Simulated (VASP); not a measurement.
# CsCaF3 (Pm-3m) in VASP: single point with LDA

Aim: the single point of CsCaF3 with LDA.

All numbers are computed with VASP 6.6.1; they aren't measurements. Logs are shortened: lines on timing, memory, paths and dates and some standing lists are left out, and cuts for length are marked.

### 1 The cell of the first run

It takes space group Pm-3m (No. 221, cubic). The conventional cell has a = 4.521 Å, b = 4.521 Å, c = 4.521 Å, α = 90.00°, β = 90.00°, γ = 90.00°. Within 4.2 Å of Cs (site symmetry m-3m) lie 12 F at 3.20 Å and 8 Ca at 3.91 Å. Within 3.0 Å of Ca (site symmetry m-3m) lie 6 F at 2.26 Å. F (site symmetry 4/mmm) has 2 Ca at 2.26 Å within 3.0 Å.

### 2 Single point, LDA

File INCAR:

```
SYSTEM = CsCaF3
  PREC = Accurate
  ENCUT = 520
  EDIFF = 1E-7
  ISMEAR = 0
  SIGMA = 0.05
  LREAL = .False.
  LASPH = .True.
  NELM = 60
  ALGO = Normal
  ISIF = 2
  LWAVE = .False.
  LCHARG = .True.
  GGA = CA
  LELF = .True.
  LVHAR = .True.
  NBANDS = 28
```

File KPOINTS:

```
Automatic mesh
0
Gamma
  6 6 6
  0 0 0
```

File POSCAR:

```
CsCaF3
1.0
    4.5205310300      0.0000000000      0.0000000000
    0.0000000000      4.5205310300      0.0000000000
    0.0000000000      0.0000000000      4.5205310300
Cs Ca F
1 1 3
Direct
    0.0000000000      0.0000000000      0.0000000000
    0.5000000000      0.5000000000      0.5000000000
    0.0000000000      0.5000000000      0.5000000000
    0.5000000000      0.0000000000      0.5000000000
    0.5000000000      0.5000000000      0.0000000000
```

Potentials or basis: VASP PAW LDA potentials, release 64 (Cs_sv, Ca_sv, F).

Started as:

```sh
> cat potpaw_LDA.64/Cs_sv/POTCAR potpaw_LDA.64/Ca_sv/POTCAR potpaw_LDA.64/F/POTCAR > POTCAR
> mpirun -np 1 vasp_std > vasp.out
```

OUTCAR:

```text
SYSTEM = CsCaF3
   PREC = Accurate
   ENCUT = 520
   EDIFF = 1E-7
   ISMEAR = 0
   LREAL = .False.
   LASPH = .True.
   NELM = 60
   ISIF = 2
   GGA = CA

 ion  position               nearest neighbor table
   1  0.000  0.000  0.000-
   2  0.500  0.500  0.500-   3 2.26   4 2.26   5 2.26   5 2.26   4 2.26   3 2.26
   3  0.000  0.500  0.500-   2 2.26   2 2.26
   4  0.500  0.000  0.500-   2 2.26   2 2.26
   5  0.500  0.500  0.000-   2 2.26   2 2.26

  LATTYP: Found a simple cubic cell.
 ALAT       =     4.5205310300

  Lattice vectors:

 A1 = (   4.5205310300,   0.0000000000,   0.0000000000)
 A2 = (   0.0000000000,   4.5205310300,   0.0000000000)
 A3 = (   0.0000000000,   0.0000000000,   4.5205310300)

Analysis of symmetry for initial positions (statically):
=====================================================================
 Subroutine PRICEL returns:
 Original cell was already a primitive cell.

 Routine SETGRP: Setting up the symmetry group for a
 simple cubic supercell.

 Subroutine GETGRP returns: Found 48 space group operations
 (whereof 48 operations were pure point group operations)
 out of a pool of 48 trial point group operations.

The static configuration has the point symmetry O_h .

Analysis of symmetry for dynamics (positions and initial velocities):
=====================================================================
 Subroutine PRICEL returns:
 Original cell was already a primitive cell.

 Routine SETGRP: Setting up the symmetry group for a
 simple cubic supercell.

 Subroutine GETGRP returns: Found 48 space group operations
 (whereof 48 operations were pure point group operations)
 out of a pool of 48 trial point group operations.

The dynamic configuration has the point symmetry O_h .

 Subroutine INISYM returns: Found 48 space group operations
 (whereof 48 operations are pure point group operations),
 and found     1 'primitive' translations

----------------------------------------------------------------------------------------

                                     Primitive cell

  volume of cell :      92.3780

  direct lattice vectors                    reciprocal lattice vectors
     4.520531030  0.000000000  0.000000000     0.221212949  0.000000000  0.000000000
     0.000000000  4.520531030  0.000000000     0.000000000  0.221212949  0.000000000
     0.000000000  0.000000000  4.520531030     0.000000000  0.000000000  0.221212949

  length of vectors
     4.520531030  4.520531030  4.520531030     0.221212949  0.221212949  0.221212949

  position of ions in fractional coordinates (direct lattice)
     0.000000000  0.000000000  0.000000000
     0.500000000  0.500000000  0.500000000
     0.000000000  0.500000000  0.500000000
     0.500000000  0.000000000  0.500000000
     0.500000000  0.500000000  0.000000000

  ion indices of the primitive-cell ions
   primitive index   ion index
                 1           1
                 2           2
                 3           3
                 4           4
                 5           5

----------------------------------------------------------------------------------------

 KPOINTS: Automatic mesh

Automatic generation of k-mesh.
 Grid dimensions read from file:
 generate k-points for:    6    6    6

 Generating k-lattice:

  Cartesian coordinates                     Fractional coordinates (reciprocal lattice)
     0.036868825  0.000000000  0.000000000     0.166666667  0.000000000  0.000000000
     0.000000000  0.036868825  0.000000000     0.000000000  0.166666667  0.000000000
     0.000000000  0.000000000  0.036868825     0.000000000  0.000000000  0.166666667

  Length of vectors
     0.036868825  0.036868825  0.036868825

  Shift w.r.t. Gamma in fractional coordinates (k-lattice)
     0.000000000  0.000000000  0.000000000

 Subroutine IBZKPT returns following result:
 ===========================================

 Found     20 irreducible k-points:

 Following reciprocal coordinates:
            Coordinates               Weight
  0.000000  0.000000  0.000000      1.000000
  0.166667  0.000000  0.000000      6.000000
  0.333333  0.000000  0.000000      6.000000
  0.500000  0.000000  0.000000      3.000000
  0.166667  0.166667  0.000000     12.000000
  0.333333  0.166667  0.000000     24.000000
[... 12 lines left out ...]
  0.500000  0.500000  0.333333      6.000000
  0.500000  0.500000  0.500000      1.000000
   k-points           NKPTS =     20   k-points in BZ     NKDIM =     20   number of bands    NBANDS=     28
   number of dos      NEDOS =    301   number of ions     NIONS =      5
   total plane-waves  NPLWV =  46656
   dimension x,y,z NGX =    36 NGY =   36 NGZ =   36
   dimension x,y,z NGXF=    72 NGYF=   72 NGZF=   72
   ions per type =               1   1   3
   NGX,Y,Z   is equivalent  to a cutoff of  13.24, 13.24, 13.24 a.u.
   NGXF,Y,Z  is equivalent  to a cutoff of  26.48, 26.48, 26.48 a.u.
 SYSTEM =  CsCaF3
   PREC   = accura    normal or accurate (medium, high low for compatibility)
   ISTART =      0    job   : 0-new  1-cont  2-samecut
   ICHARG =      2    charge: 1-file 2-atom 10-const
   ISPIN  =      1    spin polarized calculation?
   LNONCOLLINEAR =      F non collinear calculations
   LSORBIT =      F    spin-orbit coupling
   LASPH  =      T    aspherical Exc in radial PAW
   ENCUT  =  520.0 eV  38.22 Ry    6.18 a.u.   8.41  8.41  8.41*2*pi/ulx,y,z
   NELM   =     60;   NELMIN=  2; NELMDL= -5     # of ELM steps
   EDIFF  = 0.1E-06   stopping-criterion for ELM
   LREAL  =      F    real-space projection
   EDIFFG = 0.1E-05   stopping-criterion for IOM
   NSW    =      0    number of steps for IOM
   IBRION =     -1    ionic relax: 0-MD 1-quasi-New 2-CG
   NFREE  =      0    steps in history (QN), initial steepest desc. (CG)
   ISIF   =      2    stress and relaxation
   ISYM   =      2    0-nonsym 1-usesym 2-fastsym
   POTIM  = 0.5000    time-step for ionic-motion
   TEBEG  =    0.0;   TEEND  =   0.0 temperature during run
   PSTRESS=    0.0 pullay stress
   NELECT =      40.0000    total number of electrons
   NUPDOWN=      -1.0000    fix difference up-down
   EMIN   =  10.00;   EMAX   =-10.00  energy-range for DOS
   EFERMI =   0.00;   METHOD = LEGACY
   ISMEAR =     0;   SIGMA  =   0.05  broadening in eV -4-tet -1-fermi 0-gaus
   EFERMI_NEDOS =   21; number of points for ismear=-14 and -15
   IALGO  =     38    algorithm
   IMIX   =      4    mixing-type and parameters
     AMIX     =   0.40;   BMIX     =  1.00
     AMIX_MAG =   1.60;   BMIX_MAG =  1.00
  volume/ion in A,a.u.               =      18.48       124.68
  Fermi-wavevector in a.u.,A,eV,Ry     =   1.238527  2.340476 20.870635  1.533948
  Thomas-Fermi vector in A             =   2.373048
   LORBIT       =      0    0 simple, 1 ext, 2 COOP (PROOUT), +10 PAW based schemes
   GGA     = CA    functional components
   LHFCALC =     F    Hartree Fock is set to
   AEXX    =    0.0000 exact exchange contribution
   IVDW    =     0    specifies the selected vdW correction
   LEPSILON=     F    determine dielectric tensor
   LRPA    =     F    only Hartree local field effects (RPA)
 non-spin polarized calculation
 Gauss-broadening in eV      SIGMA  =   0.05
  energy-cutoff  :      520.00
  volume of cell :       92.38
 maximum number of plane-waves:      2517
 NGX is ok and might be reduce to    36
   NGX = 17   NGY = 17   NGZ = 17

 number of electron      40.0000029 magnetization

 Free energy of the ion-electron system (eV)
  ---------------------------------------------------
  ext. energy  EPLUGINS =         0.00000000
  ---------------------------------------------------
  free energy    TOTEN  =       -27.90986331 eV

  energy without entropy =      -27.90986331  energy(sigma->0) =      -27.90986331

 E-fermi :  -1.8001     XC(G=0):  -9.6650

 val. band max:       -2.0253322161   @ k =   0.5000   0.5000   0.5000
 cond. band min:       4.7866941655   @ k =   0.0000   0.0000   0.0000
 fundamental gap:      6.8120263816
 Fermi energy:        -1.8000545806

 k-point     1 :       0.0000    0.0000    0.0000
  band No.  band energies     occupation
      1     -37.1000      2.00000
      2     -20.8620      2.00000
      3     -20.6311      2.00000
      4     -20.6311      2.00000
      5     -19.1068      2.00000
      6     -18.5416      2.00000
[... 20 lines left out ...]
     27       8.8286      0.00000
     28       8.8286      0.00000

 k-point     2 :       0.1667    0.0000    0.0000
  band No.  band energies     occupation
      1     -37.0989      2.00000
      2     -20.9132      2.00000
      3     -20.7124      2.00000
      4     -20.6301      2.00000
      5     -19.1255      2.00000
      6     -18.5404      2.00000
[... 20 lines left out ...]
     27       8.7775      0.00000
     28       9.0994      0.00000

 k-point     3 :       0.3333    0.0000    0.0000
  band No.  band energies     occupation
      1     -37.0966      2.00000
      2     -21.1033      2.00000
      3     -20.7317      2.00000
      4     -20.6287      2.00000
      5     -19.1614      2.00000
      6     -18.5380      2.00000
[... 20 lines left out ...]
     27       8.6264      0.00000
     28       9.1936      0.00000

 k-point     4 :       0.5000    0.0000    0.0000
  band No.  band energies     occupation
      1     -37.0955      2.00000
      2     -21.1992      2.00000
      3     -20.7227      2.00000
      4     -20.6276      2.00000
      5     -19.1796      2.00000
      6     -18.5368      2.00000
[... 454 lines left out ...]
     27       9.2194      0.00000
     28       9.9999      0.00000

 k-point    19 :       0.5000    0.5000    0.3333
  band No.  band energies     occupation
      1     -37.0876      2.00000
      2     -21.1638      2.00000
      3     -21.1638      2.00000
      4     -21.0596      2.00000
      5     -19.1745      2.00000
      6     -17.9523      2.00000
[... 20 lines left out ...]
     27       9.6291      0.00000
     28      10.1404      0.00000

 k-point    20 :       0.5000    0.5000    0.5000
  band No.  band energies     occupation
      1     -37.0865      2.00000
      2     -21.1621      2.00000
      3     -21.1621      2.00000
      4     -21.1621      2.00000
      5     -19.1668      2.00000
      6     -17.7834      2.00000
[... 20 lines left out ...]
     27      10.4154      0.00000
     28      10.4154      0.00000

------------------------ aborting loop because EDIFF is reached ----------------------------------------

  FORCE on cell =-STRESS in cart. coord.  units (eV):
  Direction    XX          YY          ZZ          XY          YZ          ZX
  --------------------------------------------------------------------------------------
  -------------------------------------------------------------------------------------
  Total       -2.2341174     -2.2341174     -2.2341174     -0.0000000     -0.0000000      0.0000000
  in kB      -38.7479029    -38.7479029    -38.7479029     -0.0000000     -0.0000000      0.0000000
  external PRESSURE =     -38.7479029 kB  Pullay stress =       0.0000000 kB

 VOLUME and BASIS-vectors are now :
 -----------------------------------------------------------------------------
  energy-cutoff  :      520.00
  volume of cell :       92.38
      direct lattice vectors                 reciprocal lattice vectors
     4.520531030  0.000000000  0.000000000     0.221212949  0.000000000  0.000000000
     0.000000000  4.520531030  0.000000000     0.000000000  0.221212949  0.000000000
     0.000000000  0.000000000  4.520531030     0.000000000  0.000000000  0.221212949

 POSITION                                       TOTAL-FORCE (eV/Angst)
 -----------------------------------------------------------------------------------
      0.00000      0.00000      0.00000         0.000000      0.000000      0.000000
      2.26027      2.26027      2.26027         0.000000      0.000000      0.000000
      0.00000      2.26027      2.26027         0.000000      0.000000      0.000000
      2.26027      0.00000      2.26027         0.000000      0.000000      0.000000
      2.26027      2.26027      0.00000         0.000000      0.000000      0.000000
 -----------------------------------------------------------------------------------
    total drift:                                0.000000      0.000000      0.000000

  FREE ENERGIE OF THE ION-ELECTRON SYSTEM (eV)
  ---------------------------------------------------
  free  energy   TOTEN  =       -27.9098633056 eV

  energy  without entropy=      -27.9098633056  energy(sigma->0) =      -27.90986331
```

It took 31 s on 1 thread of Intel Xeon Platinum 8488C (Sapphire Rapids), shared host; peak memory 0.2 GiB.

What came out:

- Free energy: -27.9099 eV
- Pressure: -3.9 GPa
- Band gap on the k mesh: 6.81 eV (least direct gap 6.83 eV)

Caveat: the cell stands under tension; spin-orbit coupling is left out, which moves the levels of the heavy elements. A k mesh can miss the band edges.
